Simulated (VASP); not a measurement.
# In3Cl in VASP: notebook

Runs on In3Cl. Level: PBE+D3(BJ). Tasks: single point.

Program: VASP 6.6.1. These are calculated values, not measurements. Logs are shortened: lines on timing, memory, paths and dates and some standing lists are left out, and cuts for length are marked.

## 1. The cell of the first run

The typed cell holds 8 atoms: a = 6.463 Å, b = 6.463 Å, c = 6.193 Å, α = 90.00°, β = 90.00°, γ = 120.00°.

## 2. Single point, PBE+D3(BJ) (strained and its atoms moved)

Contents of INCAR:

```
PREC = Accurate
ENCUT = 520
EDIFF = 1E-6
ISMEAR = 0
SIGMA = 0.1
LREAL = False
LASPH = True
NELM = 60
ALGO = Normal
ISIF = 2
LWAVE = False
LCHARG = False
GGA = PE
IVDW = 12
NBANDS = 56
```

Contents of KPOINTS:

```
Automatic mesh
0
Gamma
  6 6 6
```

Contents of POSCAR:

```
In3Cl
1.0
    6.4630663243      0.0000000000      0.0000000000
   -3.2315331622      5.5971796232      0.0000000000
    0.0000000000      0.0000000000      6.1928547710
In Cl
6 2
Direct
    0.3259876543      0.1625267975      0.7510464902
    0.8374732025      0.1634608567      0.7510464902
    0.8365391433      0.6740123457      0.7510464902
    0.6740123457      0.8365391433      0.2489535098
    0.1634608567      0.8374732025      0.2489535098
    0.1625267975      0.3259876543      0.2489535098
    0.6666666667      0.3333333333      0.2567882562
    0.3333333333      0.6666666667      0.7432117438
```

Potentials or basis: VASP PAW PBE potentials, release 64 (In_d, Cl).

On the command line:

```bash
$ cat potpaw_PBE.64/In_d/POTCAR potpaw_PBE.64/Cl/POTCAR > POTCAR
$ mpirun -np 1 vasp_std > vasp.out
```

OUTCAR:

```text
PREC = Accurate
   ENCUT = 520
   EDIFF = 1E-6
   ISMEAR = 0
   LREAL = False
   LASPH = True
   NELM = 60
   ISIF = 2
   GGA = PE
   IVDW = 12
 IVDW          = 12

 ion  position               nearest neighbor table
   1  0.326  0.163  0.751-   3 3.16   2 3.16   8 3.23   8 3.24   3 3.30   2 3.30   5 3.58   6 3.59
                             5 3.60   6 3.61
   2  0.837  0.163  0.751-   1 3.16   3 3.16   8 3.23   8 3.24   1 3.30   3 3.30   6 3.58   4 3.59
                             6 3.60   4 3.61
   3  0.837  0.674  0.751-   1 3.16   2 3.16   8 3.23   8 3.24   1 3.30   2 3.30   4 3.58   5 3.59
                             4 3.60   5 3.61
   4  0.674  0.837  0.249-   6 3.16   5 3.16   7 3.23   7 3.24   6 3.30   5 3.30   3 3.58   2 3.59
                             3 3.60   2 3.61
   5  0.163  0.837  0.249-   4 3.16   6 3.16   7 3.23   7 3.24   4 3.30   6 3.30   1 3.58   3 3.59
                             1 3.60   3 3.61
   6  0.163  0.326  0.249-   4 3.16   5 3.16   7 3.23   7 3.24   4 3.30   5 3.30   2 3.58   1 3.59
                             2 3.60   1 3.61
   7  0.667  0.333  0.257-   6 3.23   5 3.23   4 3.23   4 3.24   5 3.24   6 3.24
   8  0.333  0.667  0.743-   1 3.23   2 3.23   3 3.23   3 3.24   2 3.24   1 3.24

  LATTYP: Found a hexagonal cell.
 ALAT       =     6.4630663243
 C/A-ratio  =     0.9581914312

  Lattice vectors:

 A1 = (   6.4630663243,   0.0000000000,   0.0000000000)
 A2 = (  -3.2315331622,   5.5971796232,   0.0000000000)
 A3 = (   0.0000000000,   0.0000000000,   6.1928547710)

Analysis of symmetry for initial positions (statically):
=====================================================================
 Subroutine PRICEL returns:
 Original cell was already a primitive cell.

 Routine SETGRP: Setting up the symmetry group for a
 hexagonal supercell.

 Subroutine GETGRP returns: Found  6 space group operations
 (whereof  6 operations were pure point group operations)
 out of a pool of 24 trial point group operations.

The static configuration has the point symmetry D_3 .

Analysis of symmetry for dynamics (positions and initial velocities):
=====================================================================
 Subroutine PRICEL returns:
 Original cell was already a primitive cell.

 Routine SETGRP: Setting up the symmetry group for a
 hexagonal supercell.

 Subroutine GETGRP returns: Found  6 space group operations
 (whereof  6 operations were pure point group operations)
 out of a pool of 24 trial point group operations.

The dynamic configuration has the point symmetry D_3 .

[... 117 lines left out ...]
   ISYM   =      2    0-nonsym 1-usesym 2-fastsym
   POTIM  = 0.5000    time-step for ionic-motion
   TEBEG  =    0.0;   TEEND  =   0.0 temperature during run
   PSTRESS=    0.0 pullay stress
   NELECT =      92.0000    total number of electrons
   NUPDOWN=      -1.0000    fix difference up-down
   EMIN   =  10.00;   EMAX   =-10.00  energy-range for DOS
   EFERMI =   0.00;   METHOD = LEGACY
   ISMEAR =     0;   SIGMA  =   0.10  broadening in eV -4-tet -1-fermi 0-gaus
   EFERMI_NEDOS =   21; number of points for ismear=-14 and -15
   IALGO  =     38    algorithm
   IMIX   =      4    mixing-type and parameters
     AMIX     =   0.40;   BMIX     =  1.00
     AMIX_MAG =   1.60;   BMIX_MAG =  1.00
  volume/ion in A,a.u.               =      28.00       188.98
  Fermi-wavevector in a.u.,A,eV,Ry     =   1.216852  2.299517 20.146547  1.480729
  Thomas-Fermi vector in A             =   2.352192
   LORBIT       =      0    0 simple, 1 ext, 2 COOP (PROOUT), +10 PAW based schemes
   GGA     = PE    functional components
   LHFCALC =     F    Hartree Fock is set to
   AEXX    =    0.0000 exact exchange contribution
   IVDW    =    12    specifies the selected vdW correction
   LEPSILON=     F    determine dielectric tensor
   LRPA    =     F    only Hartree local field effects (RPA)
 non-spin polarized calculation
 Gauss-broadening in eV      SIGMA  =   0.10
  energy-cutoff  :      520.00
  volume of cell :      224.03
 maximum number of plane-waves:      6064
   NGX = 25   NGY = 25   NGZ = 23

 number of electron      91.9999982 magnetization

 Free energy of the ion-electron system (eV)
  ---------------------------------------------------
  ext. energy  EPLUGINS =         0.00000000
  ---------------------------------------------------
  free energy    TOTEN  =       -20.74633154 eV

  energy without entropy =      -20.73784249  energy(sigma->0) =      -20.74208701

 E-fermi :   5.8901     XC(G=0):  -9.4696

 val. band max:        5.7080644551   @ k =   0.3333   0.0000   0.1667
 cond. band min:       5.9009643924   @ k =  -0.1667   0.5000   0.3333
 fundamental gap:      0.1928999373
 Fermi energy:         5.8900579599

 k-point     1 :       0.0000    0.0000    0.0000
  band No.  band energies     occupation
      1      -9.9281      2.00000
      2      -9.9266      2.00000
      3      -9.1161      2.00000
      4      -9.0952      2.00000
      5      -9.0952      2.00000
      6      -9.0736      2.00000
[... 1405 lines left out ...]
     55      10.0501      0.00000
     56      10.4771      0.00000

 [... further k-points ...]

------------------------ aborting loop because EDIFF is reached ----------------------------------------

 Edisp (eV)   -2.21624

 E8    (eV) :    -1.0459

  FORCE on cell =-STRESS in cart. coord.  units (eV):
  Direction    XX          YY          ZZ          XY          YZ          ZX
  --------------------------------------------------------------------------------------
  -------------------------------------------------------------------------------------
  Total       0.65606     0.65606    -2.96940    -0.00000     0.00000     0.00000
  in kB       4.69198     4.69198   -21.23637    -0.00000     0.00000     0.00000
  external pressure =       -3.95 kB  Pullay stress =        0.00 kB

 VOLUME and BASIS-vectors are now :
 -----------------------------------------------------------------------------
  energy-cutoff  :      520.00
  volume of cell :      224.03
      direct lattice vectors                 reciprocal lattice vectors
     6.463066324  0.000000000  0.000000000     0.154725319  0.089330705  0.000000000
    -3.231533162  5.597179623  0.000000000     0.000000000  0.178661409  0.000000000
     0.000000000  0.000000000  6.192854771     0.000000000  0.000000000  0.161476417

 POSITION                                       TOTAL-FORCE (eV/Angst)
 -----------------------------------------------------------------------------------
      1.58167      0.90969      4.65112         0.249986      0.145186     -0.002174
      4.88442      0.91492      4.65112        -0.250727      0.143902     -0.002174
      3.22851      3.77257      4.65112         0.000741     -0.289087     -0.002174
      1.65288      4.68226      1.54173        -0.250727     -0.143902      0.002174
     -1.64986      4.68749      1.54173         0.249986     -0.145186      0.002174
     -0.00302      1.82461      1.54173         0.000741      0.289087      0.002174
      3.23153      1.86573      1.59025         0.000000      0.000000     -0.007678
     -0.00000      3.73145      4.60260        -0.000000      0.000000      0.007678
 -----------------------------------------------------------------------------------
    total drift:                               -0.000001     -0.000002      0.000001

  FREE ENERGIE OF THE ION-ELECTRON SYSTEM (eV)
  ---------------------------------------------------
  free  energy   TOTEN  =       -22.9625689867 eV

  energy  without entropy=      -22.9540799341  energy(sigma->0) =      -22.95832446
```

OSZICAR:

```text
N       E                     dE             d eps       ncg     rms          rms(c)
DAV:   1     0.103705255539E+04    0.10371E+04   -0.42573E+04  3840   0.209E+03
[... 12 lines left out ...]
DAV:  14    -0.207463868544E+02    0.96985E-05   -0.56082E-06  3464   0.116E-02    0.117E-01
DAV:  15    -0.207463334390E+02    0.53415E-04   -0.88299E-05  4848   0.476E-02    0.501E-02
DAV:  16    -0.207463366354E+02   -0.31964E-05   -0.14681E-04  5416   0.490E-02    0.168E-01
DAV:  17    -0.207463381929E+02   -0.15575E-05   -0.10086E-05  4216   0.147E-02    0.149E-01
DAV:  18    -0.207463329060E+02    0.52869E-05   -0.52813E-06  3504   0.139E-02    0.964E-02
DAV:  19    -0.207463312682E+02    0.16378E-05   -0.87215E-06  3736   0.124E-02    0.463E-02
DAV:  20    -0.207463315381E+02   -0.26999E-06   -0.65131E-07  2272   0.369E-03
   1 F= -.22962569E+02 E0= -.22958324E+02  d E =-.848905E-02
```

It took 8 min on 1 thread of AMD EPYC 7R13 (Zen 3), shared host; peak memory 0.48 GiB.

Results:

| Property | Result |
| --- | --- |
| Free energy | -22.9626 eV |
| Pressure | -0.4 GPa |
| Largest force | 0.289 eV/Å |
| Band gap on the k mesh | zero (bands 46 and 47 overlap by 1.66 eV) |
| Dispersion energy per atom | -0.277 eV |

Forces in eV/Å, atoms in the order of the input:
```
In   0.250  0.145 -0.002
In  -0.251  0.144 -0.002
In   0.001 -0.289 -0.002
In  -0.251 -0.144  0.002
In   0.250 -0.145  0.002
In   0.001  0.289  0.002
Cl   0.000  0.000 -0.008
Cl   0.000  0.000  0.008
```

Caveat: the cell differs from its parent crystal (strained and its atoms moved); spin-orbit coupling is left out, which moves the levels of the heavy elements.

## 3. Single point, PBE+D3(BJ) (strained and its atoms moved)

Contents of INCAR:

```
SYSTEM = In3Cl
ALGO = Normal
EDIFF = 1E-6
ENCUT = 520
GGA = PE
ISIF = 2
ISMEAR = 0
IVDW = 12
LASPH = .True.
LCHARG = .False.
LREAL = .False.
LWAVE = .False.
NBANDS = 56
NELM = 80
PREC = Accurate
SIGMA = 0.1
```

Contents of KPOINTS:

```
k-points
0
Gamma
  6 6 6
  0 0 0
```

Contents of POSCAR:

```
In3Cl
1.0
    6.4400328320      0.0000000000      0.0000000000
   -3.2200164160      5.5772320337      0.0000000000
    0.0000000000      0.0000000000      6.1714384880
In Cl
6 2
Direct
    0.2998024717      0.1499012359      0.7500000000
    0.8500987641      0.1499012359      0.7500000000
    0.8500987641      0.7001975283      0.7500000000
    0.7001975283      0.8500987641      0.2500000000
    0.1499012359      0.8500987641      0.2500000000
    0.1499012359      0.2998024717      0.2500000000
    0.6666666667      0.3333333333      0.2500000000
    0.3333333333      0.6666666667      0.7500000000
```

Potentials or basis: VASP PAW PBE potentials, release 64 (In_d, Cl).

On the command line:

```bash
$ cat potpaw_PBE.64/In_d/POTCAR potpaw_PBE.64/Cl/POTCAR > POTCAR
$ mpirun -np 1 vasp_std > vasp.out
```

Run time: 4 min. Hardware: 1 thread of AMD EPYC 9R45 (Zen 5), shared host; peak memory 0.45 GiB.

Results (log left out):

| Quantity | Value |
| --- | --- |
| Free energy | -22.1174 eV |
| Pressure | 1.7 GPa |
| Largest force | 1.616 eV/Å |
| Band gap on the k mesh | zero (bands 46 and 47 overlap by 1.97 eV) |
| Dispersion energy per atom | -0.278 eV |

Forces on the atoms (eV/Å):
```
In   1.399  0.808  0.000
In  -1.399  0.808  0.000
In   0.000 -1.616  0.000
In  -1.399 -0.808  0.000
In   1.399 -0.808  0.000
In   0.000  1.616  0.000
Cl   0.000  0.000  0.000
Cl   0.000  0.000  0.000
```

Stress tensor (GPa, compression positive):
```
 2.70  0.00  0.00
 0.00  2.70  0.00
 0.00  0.00 -0.40
```

Levels at points of the mesh, in eV from the Fermi level:
```tsv
k point	band 42	band 43	band 44	band 45	band 46	band 47	band 48	band 49	band 50	band 51
(0.00, 0.00, 0.00)	-3.15	-2.33	-1.72	-1.72	-1.44	-1.29	0.94	0.94	1.96	1.96
(0.50, 0.00, 0.00)	-2.84	-2.23	-2.15	-1.39	-0.37	-0.09	0.51	0.83	2.03	2.05
(0.00, 0.00, 0.50)	-3.08	-3.08	-3.08	-1.22	-1.22	1.22	1.22	1.29	1.29	1.29
(0.50, 0.00, 0.50)	-2.59	-2.12	-2.12	-0.75	-0.75	1.59	1.59	1.70	1.70	2.19
```

Caveat: the cell differs from its parent crystal (strained and its atoms moved); spin-orbit coupling is left out, which moves the levels of the heavy elements; forces of over 1 eV/Å act on the atoms, so gaps and moduli don't describe the material at rest.

The gap in the log of VASP goes by the Fermi energy; the results here count the filled bands.